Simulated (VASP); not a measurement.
# AlGaN2 (P-4m2) in VASP: further runs, part 2 of 2

VASP 6.6.1. The steps go on from the part before.

## 5. Single point, LDA (9.79 Å³/atom)

INCAR reads:

```
SYSTEM = AlGaN2
PREC     = Accurate       ! precision mode
ENCUT    = 520            ! plane-wave cutoff, eV
EDIFF    = 1E-7           ! SCF threshold, eV
ISMEAR   = 0              ! smearing method
SIGMA    = 0.05           ! smearing width, eV
LREAL    = .FALSE.        ! projectors in reciprocal space
LASPH    = .TRUE.         ! aspherical terms in the spheres
NELM     = 60             ! most SCF steps
ALGO     = Normal         ! electronic algorithm
ISIF     = 2              ! what is computed and relaxed
LWAVE    = .FALSE.        ! write WAVECAR
LCHARG   = .TRUE.         ! write CHGCAR
LELF     = .TRUE.         ! ELF
LVHAR    = .TRUE.       
NBANDS   = 21             ! bands
```

KPOINTS reads:

```
regular mesh
0
G
  8 8 6
  0 0 0
```

POSCAR reads:

```
AlGaN2
1.0
    3.1230851891      0.0000000000      0.0000000000
    0.0000000000      3.1230851891      0.0000000000
    0.0000000000      0.0000000000      4.0128521594
Al Ga N
1 1 2
Direct
    0.5000000000      0.5000000000      0.5000000000
    0.0000000000      0.0000000000      0.0000000000
    0.5000000000      0.0000000000      0.7380622124
    0.0000000000      0.5000000000      0.2619377876
```

Potentials or basis: VASP PAW LDA potentials, release 64 (Al, Ga_d, N).

Started as:

```console
cat potpaw_LDA.64/Al/POTCAR potpaw_LDA.64/Ga_d/POTCAR potpaw_LDA.64/N/POTCAR > POTCAR
mpirun -np 1 vasp_std > vasp.out
```

OUTCAR:

```text
SYSTEM = AlGaN2
   PREC = Accurate
   ENCUT = 520
   EDIFF = 1E-7
   ISMEAR = 0
   LREAL = .FALSE.
   LASPH = .TRUE.
   NELM = 60
   ISIF = 2

 ion  position               nearest neighbor table
   1  0.500  0.500  0.500-   3 1.83   4 1.83   3 1.83   4 1.83   2 2.98   2 2.98   2 2.98   2 2.98
                             2 2.98   2 2.98   2 2.98   2 2.98
   2  0.000  0.000  0.000-   3 1.88   4 1.88   4 1.88   3 1.88   1 2.98   1 2.98   1 2.98   1 2.98
                             1 2.98   1 2.98   1 2.98   1 2.98
   3  0.500  0.000  0.738-   1 1.83   1 1.83   2 1.88   2 1.88
   4  0.000  0.500  0.262-   1 1.83   1 1.83   2 1.88   2 1.88

  LATTYP: Found a simple tetragonal cell.
 ALAT       =     3.1230851891
 C/A-ratio  =     1.2849000000

  Lattice vectors:

 A1 = (   3.1230851891,   0.0000000000,   0.0000000000)
 A2 = (   0.0000000000,   3.1230851891,   0.0000000000)
 A3 = (   0.0000000000,   0.0000000000,   4.0128521594)

Analysis of symmetry for initial positions (statically):
=====================================================================
 Subroutine PRICEL returns:
 Original cell was already a primitive cell.

 Routine SETGRP: Setting up the symmetry group for a
 simple tetragonal supercell.

 Subroutine GETGRP returns: Found  8 space group operations
 (whereof  8 operations were pure point group operations)
 out of a pool of 16 trial point group operations.

The static configuration has the point symmetry D_2d.

Analysis of symmetry for dynamics (positions and initial velocities):
=====================================================================
 Subroutine PRICEL returns:
 Original cell was already a primitive cell.

 Routine SETGRP: Setting up the symmetry group for a
 simple tetragonal supercell.

 Subroutine GETGRP returns: Found  8 space group operations
 (whereof  8 operations were pure point group operations)
 out of a pool of 16 trial point group operations.

The dynamic configuration has the point symmetry D_2d.

 Subroutine INISYM returns: Found  8 space group operations
 (whereof  8 operations are pure point group operations),
 and found     1 'primitive' translations

----------------------------------------------------------------------------------------

                                     Primitive cell

  volume of cell :      39.1400

  direct lattice vectors                    reciprocal lattice vectors
     3.123085189  0.000000000  0.000000000     0.320196197  0.000000000  0.000000000
     0.000000000  3.123085189  0.000000000     0.000000000  0.320196197  0.000000000
     0.000000000  0.000000000  4.012852159     0.000000000  0.000000000  0.249199313

  length of vectors
     3.123085189  3.123085189  4.012852159     0.320196197  0.320196197  0.249199313

  position of ions in fractional coordinates (direct lattice)
     0.500000000  0.500000000  0.500000000
     0.000000000  0.000000000  0.000000000
     0.500000000  0.000000000  0.738062212
     0.000000000  0.500000000  0.261937788

  ion indices of the primitive-cell ions
   primitive index   ion index
                 1           1
                 2           2
                 3           3
                 4           4

[... 24 lines left out ...]
 Found     60 irreducible k-points:

 Following reciprocal coordinates:
            Coordinates               Weight
  0.000000  0.000000  0.000000      1.000000
  0.125000  0.000000  0.000000      4.000000
  0.250000  0.000000  0.000000      4.000000
  0.375000  0.000000  0.000000      4.000000
  0.500000  0.000000  0.000000      2.000000
  0.125000  0.125000  0.000000      4.000000
[... 16 lines left out ...]
  0.375000  0.125000  0.166667     16.000000
  0.500000  0.125000  0.166667      8.000000
 [... further k-points ...]
   k-points           NKPTS =     60   k-points in BZ     NKDIM =     60   number of bands    NBANDS=     21
   number of dos      NEDOS =    301   number of ions     NIONS =      4
   total plane-waves  NPLWV =  17280
   dimension x,y,z NGX =    24 NGY =   24 NGZ =   30
   dimension x,y,z NGXF=    48 NGYF=   48 NGZF=   60
   ions per type =               1   1   2
   NGX,Y,Z   is equivalent  to a cutoff of  12.78, 12.78, 12.43 a.u.
   NGXF,Y,Z  is equivalent  to a cutoff of  25.55, 25.55, 24.86 a.u.
 SYSTEM =  AlGaN2
   PREC   = accura    normal or accurate (medium, high low for compatibility)
   ISTART =      0    job   : 0-new  1-cont  2-samecut
   ICHARG =      2    charge: 1-file 2-atom 10-const
   ISPIN  =      1    spin polarized calculation?
   LNONCOLLINEAR =      F non collinear calculations
   LSORBIT =      F    spin-orbit coupling
   LASPH  =      T    aspherical Exc in radial PAW
   ENCUT  =  520.0 eV  38.22 Ry    6.18 a.u.   5.81  5.81  7.46*2*pi/ulx,y,z
   NELM   =     60;   NELMIN=  2; NELMDL= -5     # of ELM steps
   EDIFF  = 0.1E-06   stopping-criterion for ELM
   LREAL  =      F    real-space projection
   EDIFFG = 0.1E-05   stopping-criterion for IOM
   NSW    =      0    number of steps for IOM
   IBRION =     -1    ionic relax: 0-MD 1-quasi-New 2-CG
   NFREE  =      0    steps in history (QN), initial steepest desc. (CG)
   ISIF   =      2    stress and relaxation
   ISYM   =      2    0-nonsym 1-usesym 2-fastsym
   POTIM  = 0.5000    time-step for ionic-motion
   TEBEG  =    0.0;   TEEND  =   0.0 temperature during run
   PSTRESS=    0.0 pullay stress
   NELECT =      26.0000    total number of electrons
   NUPDOWN=      -1.0000    fix difference up-down
   EMIN   =  10.00;   EMAX   =-10.00  energy-range for DOS
   EFERMI =   0.00;   METHOD = LEGACY
   ISMEAR =     0;   SIGMA  =   0.05  broadening in eV -4-tet -1-fermi 0-gaus
   EFERMI_NEDOS =   21; number of points for ismear=-14 and -15
   IALGO  =     38    algorithm
   IMIX   =      4    mixing-type and parameters
     AMIX     =   0.40;   BMIX     =  1.00
     AMIX_MAG =   1.60;   BMIX_MAG =  1.00
  volume/ion in A,a.u.               =       9.79        66.03
  Fermi-wavevector in a.u.,A,eV,Ry     =   1.428430  2.699342 27.761500  2.040413
  Thomas-Fermi vector in A             =   2.548493
   LORBIT       =      0    0 simple, 1 ext, 2 COOP (PROOUT), +10 PAW based schemes
   GGA     = CA    functional components
   LHFCALC =     F    Hartree Fock is set to
   AEXX    =    0.0000 exact exchange contribution
   IVDW    =     0    specifies the selected vdW correction
   LEPSILON=     F    determine dielectric tensor
   LRPA    =     F    only Hartree local field effects (RPA)
 non-spin polarized calculation
 Gauss-broadening in eV      SIGMA  =   0.05
  energy-cutoff  :      520.00
  volume of cell :       39.14
 maximum number of plane-waves:      1076
 NGX is ok and might be reduce to    24
   NGX = 11   NGY = 11   NGZ = 15

 number of electron      25.9999997 magnetization

 Free energy of the ion-electron system (eV)
  ---------------------------------------------------
  ext. energy  EPLUGINS =         0.00000000
  ---------------------------------------------------
  free energy    TOTEN  =       -30.02942686 eV

  energy without entropy =      -30.02942686  energy(sigma->0) =      -30.02942686

 E-fermi :   6.7893     XC(G=0): -12.2711

 val. band max:        6.4935499620   @ k =   0.0000   0.0000   0.0000
 cond. band min:       9.9081633775   @ k =   0.0000   0.0000   0.0000
 fundamental gap:      3.4146134155
 Fermi energy:         6.7892897013

 k-point     1 :       0.0000    0.0000    0.0000
  band No.  band energies     occupation
      1      -9.6145      2.00000
      2      -7.7677      2.00000
      3      -6.5739      2.00000
      4      -6.5739      2.00000
      5      -6.5215      2.00000
      6      -6.2717      2.00000
[... 565 lines left out ...]
     20      19.5327      0.00000
     21      19.6026      0.00000

 [... further k-points ...]

------------------------ aborting loop because EDIFF is reached ----------------------------------------

  FORCE on cell =-STRESS in cart. coord.  units (eV):
  Direction    XX          YY          ZZ          XY          YZ          ZX
  --------------------------------------------------------------------------------------
  -------------------------------------------------------------------------------------
  Total        4.4153977      4.4153977      6.2281395      0.0000000     -0.0000000     -0.0000000
  in kB      180.7422119    180.7422119    254.9459355      0.0000000     -0.0000000     -0.0000000
  external PRESSURE =     205.4767865 kB  Pullay stress =       0.0000000 kB

 VOLUME and BASIS-vectors are now :
 -----------------------------------------------------------------------------
  energy-cutoff  :      520.00
  volume of cell :       39.14
      direct lattice vectors                 reciprocal lattice vectors
     3.123085189  0.000000000  0.000000000     0.320196197  0.000000000  0.000000000
     0.000000000  3.123085189  0.000000000     0.000000000  0.320196197  0.000000000
     0.000000000  0.000000000  4.012852159     0.000000000  0.000000000  0.249199313

 POSITION                                       TOTAL-FORCE (eV/Angst)
 -----------------------------------------------------------------------------------
      1.56154      1.56154      2.00643         0.000000      0.000000      0.000000
      0.00000      0.00000      0.00000         0.000000     -0.000000      0.000000
      1.56154      0.00000      2.96173        -0.000000     -0.000000     -0.030772
      0.00000      1.56154      1.05112        -0.000000     -0.000000      0.030772
 -----------------------------------------------------------------------------------
    total drift:                                0.000000      0.000000      0.000000

  FREE ENERGIE OF THE ION-ELECTRON SYSTEM (eV)
  ---------------------------------------------------
  free  energy   TOTEN  =       -30.0294268562 eV

  energy  without entropy=      -30.0294268562  energy(sigma->0) =      -30.02942686
```

Wall time 44 s (1 thread of Intel Xeon 8259CL, shared host); peak memory 0.16 GiB.

What came out:

| Item | Value |
| --- | --- |
| Free energy | -30.0294 eV |
| Pressure | 20.5 GPa |
| Largest force | 0.031 eV/Å |
| Band gap on the k mesh | 3.41 eV |

Forces in eV/Å, atoms in the order of the input:
```
Al   0.000  0.000  0.000
Ga   0.000  0.000  0.000
N    0.000  0.000 -0.031
N    0.000  0.000  0.031
```

Stress tensor (GPa, compression positive):
```
18.07  0.00  0.00
 0.00 18.07  0.00
 0.00  0.00 25.49
```

Caveat: the cell stands under pressure.

## 6. The runs side by side

```csv
cell,gap on the mesh (eV),pressure (GPa),largest force (eV/Å)
"a = 3.219, b = 3.219, c = 3.777 Å, 4 atoms, atomic positions A",3.18,17.6,0.03
"a = 2.852, b = 2.852, c = 4.814 Å, 4 atoms, atomic positions B",2.58,19.1,0.04
"a = 3.030, b = 3.030, c = 4.264 Å, 4 atoms, atomic positions B",3.27,21.7,0.03
"a = 3.123, b = 3.123, c = 4.013 Å, 4 atoms, atomic positions A",3.41,20.5,0.03
```

Alike in all rows: task single point; level LDA; potentials or basis VASP PAW LDA potentials, release 64 (Al, Ga_d, N); no spin polarisation; k mesh 8 × 8 × 6; cutoff (eV) 520; smearing gaussian 0.05 eV.

Caveats: the cell stands under pressure.

Absolute energies hang on the potentials; compare differences alone.
